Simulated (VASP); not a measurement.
# CuO (Pm-3m) in VASP: further runs

CuO is run at these levels: PBE; tasks: single point.

Everything below comes from runs of VASP 6.6.1. Logs are shortened: lines on timing, memory, paths and dates and some standing lists are left out, and cuts for length are marked.

**1. The cell of the first run**

It takes space group Pm-3m (No. 221, cubic). Conventional cell: a = 2.518 Å, b = 2.518 Å, c = 2.518 Å, α = 90.00°, β = 90.00°, γ = 90.00°. Cu (site symmetry m-3m) has 8 O at 2.18 Å and 6 Cu at 2.52 Å within 2.9 Å. O (site symmetry m-3m) has 8 Cu at 2.18 Å and 6 O at 2.52 Å within 2.9 Å.

**2. Single point, PBE (volume scaled by 0.96)**

File INCAR:

```
PREC = Accurate
ENCUT = 520
EDIFF = 1E-7
ISMEAR = -1
SIGMA = 0.05
LREAL = F
LASPH = T
NELM = 80
ALGO = Normal
ISIF = 2
LWAVE = F
LCHARG = F
GGA = PE
NBANDS = 16
```

File KPOINTS:

```
regular mesh
0
Gamma
  10 10 10
```

File POSCAR:

```
CuO
1.0
    2.5180524539      0.0000000000      0.0000000000
    0.0000000000      2.5180524539      0.0000000000
    0.0000000000      0.0000000000      2.5180524539
Cu O
1 1
Direct
    0.0000000000      0.0000000000      0.0000000000
    0.5000000000      0.5000000000      0.5000000000
```

Potentials or basis: VASP PAW PBE potentials, release 64 (Cu, O).

On the command line:

```console
$ cat potpaw_PBE.64/Cu/POTCAR potpaw_PBE.64/O/POTCAR > POTCAR
$ mpirun -np 1 vasp_std > vasp.out
```

OUTCAR:

```text
PREC = Accurate
   ENCUT = 520
   EDIFF = 1E-7
   ISMEAR = -1
   LREAL = F
   LASPH = T
   NELM = 80
   ISIF = 2
   GGA = PE

 ion  position               nearest neighbor table
   1  0.000  0.000  0.000-   2 2.18   2 2.18   2 2.18   2 2.18   2 2.18   2 2.18   2 2.18   2 2.18

   2  0.500  0.500  0.500-   1 2.18   1 2.18   1 2.18   1 2.18   1 2.18   1 2.18   1 2.18   1 2.18

  LATTYP: Found a simple cubic cell.
 ALAT       =     2.5180524539

  Lattice vectors:

 A1 = (   2.5180524539,   0.0000000000,   0.0000000000)
 A2 = (   0.0000000000,   2.5180524539,   0.0000000000)
 A3 = (   0.0000000000,   0.0000000000,   2.5180524539)

Analysis of symmetry for initial positions (statically):
=====================================================================
 Subroutine PRICEL returns:
 Original cell was already a primitive cell.

 Routine SETGRP: Setting up the symmetry group for a
 simple cubic supercell.

 Subroutine GETGRP returns: Found 48 space group operations
 (whereof 48 operations were pure point group operations)
 out of a pool of 48 trial point group operations.

The static configuration has the point symmetry O_h .

Analysis of symmetry for dynamics (positions and initial velocities):
=====================================================================
 Subroutine PRICEL returns:
 Original cell was already a primitive cell.

 Routine SETGRP: Setting up the symmetry group for a
 simple cubic supercell.

 Subroutine GETGRP returns: Found 48 space group operations
 (whereof 48 operations were pure point group operations)
 out of a pool of 48 trial point group operations.

The dynamic configuration has the point symmetry O_h .

 Subroutine INISYM returns: Found 48 space group operations
 (whereof 48 operations are pure point group operations),
 and found     1 'primitive' translations

----------------------------------------------------------------------------------------

                                     Primitive cell

  volume of cell :      15.9659

  direct lattice vectors                    reciprocal lattice vectors
     2.518052454  0.000000000  0.000000000     0.397132315  0.000000000  0.000000000
     0.000000000  2.518052454  0.000000000     0.000000000  0.397132315  0.000000000
     0.000000000  0.000000000  2.518052454     0.000000000  0.000000000  0.397132315

  length of vectors
     2.518052454  2.518052454  2.518052454     0.397132315  0.397132315  0.397132315

  position of ions in fractional coordinates (direct lattice)
     0.000000000  0.000000000  0.000000000
     0.500000000  0.500000000  0.500000000

  ion indices of the primitive-cell ions
   primitive index   ion index
                 1           1
                 2           2

----------------------------------------------------------------------------------------

 KPOINTS: regular mesh

Automatic generation of k-mesh.
 Grid dimensions read from file:
 generate k-points for:   10   10   10

 Generating k-lattice:

  Cartesian coordinates                     Fractional coordinates (reciprocal lattice)
     0.039713231  0.000000000  0.000000000     0.100000000  0.000000000  0.000000000
     0.000000000  0.039713231  0.000000000     0.000000000  0.100000000  0.000000000
     0.000000000  0.000000000  0.039713231     0.000000000  0.000000000  0.100000000

  Length of vectors
     0.039713231  0.039713231  0.039713231

  Shift w.r.t. Gamma in fractional coordinates (k-lattice)
     0.000000000  0.000000000  0.000000000

 Subroutine IBZKPT returns following result:
 ===========================================

 Found     56 irreducible k-points:

 Following reciprocal coordinates:
            Coordinates               Weight
  0.000000  0.000000  0.000000      1.000000
  0.100000  0.000000  0.000000      6.000000
  0.200000  0.000000  0.000000      6.000000
  0.300000  0.000000  0.000000      6.000000
  0.400000  0.000000  0.000000      6.000000
  0.500000  0.000000  0.000000      3.000000
[... 16 lines left out ...]
  0.200000  0.100000  0.100000     24.000000
  0.300000  0.100000  0.100000     24.000000
 [... further k-points ...]
   k-points           NKPTS =     56   k-points in BZ     NKDIM =     56   number of bands    NBANDS=     16
   number of dos      NEDOS =    301   number of ions     NIONS =      2
   total plane-waves  NPLWV =   8000
   dimension x,y,z NGX =    20 NGY =   20 NGZ =   20
   dimension x,y,z NGXF=    40 NGYF=   40 NGZF=   40
   ions per type =               1   1
   NGX,Y,Z   is equivalent  to a cutoff of  13.20, 13.20, 13.20 a.u.
   NGXF,Y,Z  is equivalent  to a cutoff of  26.41, 26.41, 26.41 a.u.
 SYSTEM =  unknown system
   PREC   = accura    normal or accurate (medium, high low for compatibility)
   ISTART =      0    job   : 0-new  1-cont  2-samecut
   ICHARG =      2    charge: 1-file 2-atom 10-const
   ISPIN  =      1    spin polarized calculation?
   LNONCOLLINEAR =      F non collinear calculations
   LSORBIT =      F    spin-orbit coupling
   LASPH  =      T    aspherical Exc in radial PAW
   ENCUT  =  520.0 eV  38.22 Ry    6.18 a.u.   4.68  4.68  4.68*2*pi/ulx,y,z
   NELM   =     80;   NELMIN=  2; NELMDL= -5     # of ELM steps
   EDIFF  = 0.1E-06   stopping-criterion for ELM
   LREAL  =      F    real-space projection
   EDIFFG = 0.1E-05   stopping-criterion for IOM
   NSW    =      0    number of steps for IOM
   IBRION =     -1    ionic relax: 0-MD 1-quasi-New 2-CG
   NFREE  =      0    steps in history (QN), initial steepest desc. (CG)
   ISIF   =      2    stress and relaxation
   ISYM   =      2    0-nonsym 1-usesym 2-fastsym
   POTIM  = 0.5000    time-step for ionic-motion
   TEBEG  =    0.0;   TEEND  =   0.0 temperature during run
   PSTRESS=    0.0 pullay stress
   NELECT =      17.0000    total number of electrons
   NUPDOWN=      -1.0000    fix difference up-down
   EMIN   =  10.00;   EMAX   =-10.00  energy-range for DOS
   EFERMI =   0.00;   METHOD = LEGACY
   ISMEAR =    -1;   SIGMA  =   0.05  broadening in eV -4-tet -1-fermi 0-gaus
   EFERMI_NEDOS =   21; number of points for ismear=-14 and -15
   IALGO  =     38    algorithm
   IMIX   =      4    mixing-type and parameters
     AMIX     =   0.40;   BMIX     =  1.00
     AMIX_MAG =   1.60;   BMIX_MAG =  1.00
  volume/ion in A,a.u.               =       7.98        53.87
  Fermi-wavevector in a.u.,A,eV,Ry     =   1.671705  3.159065 38.022819  2.794598
  Thomas-Fermi vector in A             =   2.756981
   LORBIT       =      0    0 simple, 1 ext, 2 COOP (PROOUT), +10 PAW based schemes
   GGA     = PE    functional components
   LHFCALC =     F    Hartree Fock is set to
   AEXX    =    0.0000 exact exchange contribution
   IVDW    =     0    specifies the selected vdW correction
   LEPSILON=     F    determine dielectric tensor
   LRPA    =     F    only Hartree local field effects (RPA)
 non-spin polarized calculation
  energy-cutoff  :      520.00
  volume of cell :       15.97
 maximum number of plane-waves:       449
 NGX is ok and might be reduce to    20
   NGX =  9   NGY =  9   NGZ =  9

 number of electron      17.0000007 magnetization

 Free energy of the ion-electron system (eV)
  ---------------------------------------------------
  ext. energy  EPLUGINS =         0.00000000
  ---------------------------------------------------
  free energy    TOTEN  =        -8.40336826 eV

  energy without entropy =       -8.38216423  energy(sigma->0) =       -8.39276625

 E-fermi :   8.3292     XC(G=0): -13.5986

 val. band max:        8.3184501931   @ k =   0.5000   0.1000   0.0000
 cond. band min:       8.3431872328   @ k =   0.5000   0.4000   0.2000
 fundamental gap:      0.0247370397
 Fermi energy:         8.3291703726

 k-point     1 :       0.0000    0.0000    0.0000
  band No.  band energies     occupation
      1     -12.2218      2.00000
      2       4.4173      2.00000
      3       4.4173      2.00000
      4       6.0861      2.00000
      5       6.0861      2.00000
      6       6.0861      2.00000
[... 8 lines left out ...]
     15      29.9310      0.00000
     16      42.8269      0.00000

 k-point     2 :       0.1000    0.0000    0.0000
  band No.  band energies     occupation
      1     -12.0977      2.00000
      2       4.0367      2.00000
      3       4.4489      2.00000
      4       5.6288      2.00000
      5       5.6288      2.00000
      6       5.7349      2.00000
[... 8 lines left out ...]
     15      30.5784      0.00000
     16      40.0864      0.00000

 k-point     3 :       0.2000    0.0000    0.0000
  band No.  band energies     occupation
      1     -11.7503      2.00000
      2       2.6421      2.00000
      3       4.5324      2.00000
      4       5.0988      2.00000
      5       5.0988      2.00000
      6       5.8533      2.00000
[... 8 lines left out ...]
     15      32.4265      0.00000
     16      36.8581      0.00000

 k-point     4 :       0.3000    0.0000    0.0000
  band No.  band energies     occupation
      1     -11.2667      2.00000
      2       1.0318      2.00000
      3       4.6374      2.00000
      4       4.6832      2.00000
      5       4.6832      2.00000
      6       6.3651      2.00000
[... 8 lines left out ...]
     15      34.2215      0.00000
     16      35.2043      0.00000
[... 324 lines left out ...]
 k-point    22 :       0.1000    0.1000    0.1000
  band No.  band energies     occupation
      1     -11.8575      2.00000
      2       4.1013      2.00000
      3       4.1013      2.00000
      4       4.3350      2.00000
      5       5.7545      2.00000
      6       5.7545      2.00000
[... 8 lines left out ...]
     15      30.9683      0.00000
     16      38.1788      0.00000

 k-point    23 :       0.2000    0.1000    0.1000
  band No.  band energies     occupation
      1     -11.5272      2.00000
      2       2.7943      2.00000
      3       4.1272      2.00000
      4       4.4349      2.00000
      5       5.2936      2.00000
      6       6.0220      2.00000
[... 8 lines left out ...]
     15      32.9789      0.00000
     16      36.8415      0.00000

 k-point    24 :       0.3000    0.1000    0.1000
  band No.  band energies     occupation
      1     -11.0703      2.00000
      2       1.2889      2.00000
      3       4.1072      2.00000
      4       4.5652      2.00000
      5       5.0151      2.00000
      6       6.2865      2.00000
[... 8 lines left out ...]
     15      35.3907      0.00000
     16      35.8488      0.00000

 [... further k-points ...]

------------------------ aborting loop because EDIFF is reached ----------------------------------------

  FORCE on cell =-STRESS in cart. coord.  units (eV):
  Direction    XX          YY          ZZ          XY          YZ          ZX
  --------------------------------------------------------------------------------------
  -------------------------------------------------------------------------------------
  Total        3.2893619      3.2893619      3.2893619     -0.0000000     -0.0000000      0.0000000
  in kB      330.0866199    330.0866199    330.0866199     -0.0000000     -0.0000000      0.0000000
  external PRESSURE =     330.0866199 kB  Pullay stress =       0.0000000 kB

 VOLUME and BASIS-vectors are now :
 -----------------------------------------------------------------------------
  energy-cutoff  :      520.00
  volume of cell :       15.97
      direct lattice vectors                 reciprocal lattice vectors
     2.518052454  0.000000000  0.000000000     0.397132315  0.000000000  0.000000000
     0.000000000  2.518052454  0.000000000     0.000000000  0.397132315  0.000000000
     0.000000000  0.000000000  2.518052454     0.000000000  0.000000000  0.397132315

 POSITION                                       TOTAL-FORCE (eV/Angst)
 -----------------------------------------------------------------------------------
      0.00000      0.00000      0.00000         0.000000      0.000000      0.000000
      1.25903      1.25903      1.25903         0.000000      0.000000      0.000000
 -----------------------------------------------------------------------------------
    total drift:                                0.000000      0.000000      0.000000

  FREE ENERGIE OF THE ION-ELECTRON SYSTEM (eV)
  ---------------------------------------------------
  free  energy   TOTEN  =        -8.4033682640 eV

  energy  without entropy=       -8.3821642329  energy(sigma->0) =       -8.39276625
```

Wall time 13 s (1 thread of Intel Xeon Platinum 8488C (Sapphire Rapids), shared host); peak memory 0.13 GiB.

Results:

* Free energy: -8.4034 eV
* Pressure: 33.0 GPa

Caveat: the cell differs from its parent crystal (volume scaled by 0.96); an odd number of electrons without spin polarisation forces a metal; a magnetic or distorted state may lie lower; semilocal functionals often make such compounds metallic where correlation or magnetic order opens a gap, which also shifts bond lengths.

**3. Single point, PBE**

This run uses another cell than the first one, of 8.32 Å³/atom, 1.042 times its volume.

File INCAR:

```
SYSTEM = CuO
ALGO = Normal ; EDIFF = 1E-6
ENCUT = 520 ; GGA = PE
ISIF = 2 ; ISMEAR = -1
LASPH = .True. ; LCHARG = .False.
LREAL = .False. ; LWAVE = .False.
NBANDS = 16 ; NELM = 100
PREC = Accurate ; SIGMA = 0.05
```

File KPOINTS:

```
k-points
0
Gamma
  10 10 10
  0 0 0
```

File POSCAR:

```
CuO
1.0
    2.5525506100      0.0000000000      0.0000000000
    0.0000000000      2.5525506100      0.0000000000
    0.0000000000      0.0000000000      2.5525506100
Cu O
1 1
Direct
    0.0000000000      0.0000000000      0.0000000000
    0.5000000000      0.5000000000      0.5000000000
```

Potentials or basis: VASP PAW PBE potentials, release 64 (Cu, O).

On the command line:

```console
$ cat potpaw_PBE.64/Cu/POTCAR potpaw_PBE.64/O/POTCAR > POTCAR
$ mpirun -np 1 vasp_std > vasp.out
```

It took 9.9 s on 1 thread of Intel Xeon Platinum 8488C (Sapphire Rapids), shared host; peak memory 0.13 GiB.

It converged, with:

```
Free energy : -8.5161 eV
Pressure    : 21.1 GPa
```

Levels at points of the mesh, in eV from the Fermi level:
```csv
k point,band 6,band 7,band 8,band 9,band 10,band 11,band 12,band 13
"(0.00, 0.00, 0.00)",-2.10,-1.74,-1.74,-1.74,1.28,16.17,16.17,20.99
"(0.50, 0.00, 0.00)",-1.67,-1.22,0.46,0.46,6.96,8.70,17.79,18.48
"(0.50, 0.50, 0.00)",-2.27,-2.26,-1.25,-1.04,5.59,12.11,12.11,17.97
"(0.50, 0.50, 0.50)",-1.21,0.37,0.37,0.37,7.11,7.11,7.11,14.38
```

Caveat: an odd number of electrons without spin polarisation forces a metal; a magnetic or distorted state may lie lower; semilocal functionals often make such compounds metallic where correlation or magnetic order opens a gap, which also shifts bond lengths.

**4. Single point, PBE (volume scaled by 0.98)**

File INCAR:

```
ALGO = Normal ; EDIFF = 1E-7
ENCUT = 520 ; GGA = PE
ISIF = 2 ; ISMEAR = -1
LASPH = T ; LCHARG = T
LELF = T ; LREAL = F
LVHAR = T ; LWAVE = F
NBANDS = 16 ; NELM = 100
PREC = Accurate ; SIGMA = 0.05
```

File KPOINTS:

```
k-points
0
Gamma
  10 10 10
```

File POSCAR:

```
CuO
1.0
    2.5354188817      0.0000000000      0.0000000000
    0.0000000000      2.5354188817      0.0000000000
    0.0000000000      0.0000000000      2.5354188817
Cu O
1 1
Direct
    0.0000000000      0.0000000000      0.0000000000
    0.5000000000      0.5000000000      0.5000000000
```

On the command line:

```console
$ cat potpaw_PBE.64/Cu/POTCAR potpaw_PBE.64/O/POTCAR > POTCAR
$ mpirun -np 1 vasp_std > vasp.out
```

Run time: 10 s. Hardware: 1 thread of Intel Xeon Platinum 8488C (Sapphire Rapids), shared host; peak memory 0.13 GiB.

The run converged. Its results:

```
Free energy : -8.4660 eV
Pressure    : 26.7 GPa
```

Levels at points of the mesh, in eV from the Fermi level:
| k point | band 5 | band 6 | band 7 | band 8 | band 9 | band 10 | band 11 | band 12 | band 13 | band 14 |
| --- | --- | --- | --- | --- | --- | --- | --- | --- | --- | --- |
| (0.00, 0.00, 0.00) | -2.17 | -2.17 | -1.78 | -1.78 | -1.78 | 1.41 | 16.27 | 16.27 | 21.29 | 21.29 |
| (0.50, 0.00, 0.00) | -3.47 | -1.71 | -1.24 | 0.47 | 0.47 | 7.08 | 8.89 | 17.82 | 18.65 | 18.65 |
| (0.50, 0.50, 0.00) | -2.33 | -2.33 | -2.29 | -1.27 | -1.08 | 5.67 | 12.28 | 12.28 | 18.16 | 25.94 |
| (0.50, 0.50, 0.50) | -1.24 | -1.24 | 0.38 | 0.38 | 0.38 | 7.12 | 7.12 | 7.12 | 14.69 | 23.64 |

Caveat: the cell differs from its parent crystal (volume scaled by 0.98); an odd number of electrons without spin polarisation forces a metal; a magnetic or distorted state may lie lower; semilocal functionals often make such compounds metallic where correlation or magnetic order opens a gap, which also shifts bond lengths.

**5. The runs side by side**

```tsv
cell	gap on the mesh (eV)	pressure (GPa)
a = 2.518 Å, 2 atoms	none	33.0
a = 2.553 Å, 2 atoms	none	21.1
a = 2.535 Å, 2 atoms	none	26.7
```

Alike in all rows: task single point; level PBE; potentials or basis VASP PAW PBE potentials, release 64 (Cu, O); no spin polarisation; k mesh 10 × 10 × 10; cutoff (eV) 520; smearing fermi-dirac 0.05 eV.

Caveats: an odd number of electrons without spin polarisation forces a metal; a magnetic or distorted state may lie lower; semilocal functionals often make such compounds metallic where correlation or magnetic order opens a gap, which also shifts bond lengths.

Absolute energies hang on the potentials; compare differences alone.
